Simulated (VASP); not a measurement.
The system is MnHg.

```xyz
2
Lattice="3.3150 0.0000 0.0000 0.0000 3.3150 0.0000 0.0000 0.0000 3.3150" Properties=species:S:1:pos:R:3 pbc="T T T"
Mn    1.6575    1.6575    1.6575
Hg    0.0000    0.0000    0.0000
```

Base run:

| Quantity | Value |
| --- | --- |
| Program | VASP 6.6.1 |
| Functional | PBE |
| Potentials or basis | VASP PAW PBE potentials, release 64 (Mn_pv, Hg) |
| Cutoff | 500 eV |
| k mesh | 6 × 6 × 6 |
| Occupations | gaussian, width 0.1 eV |
| Spin | collinear spin, ferromagnetic start |
| Starting moments | [4.0, 0.0] μB |

Its results: pressure 0.6 GPa; net moment 3.88 μB per cell; site moments Mn +3.80; Hg -0.05 μB.

Question: The run is repeated on the same cell with these changes: k mesh from 6 × 6 × 6 to 12 × 12 × 12. What comes out?

Answer: Pressure 1.1 GPa; net moment 3.93 μB per cell; site moments Mn +3.84; Hg -0.06 μB.
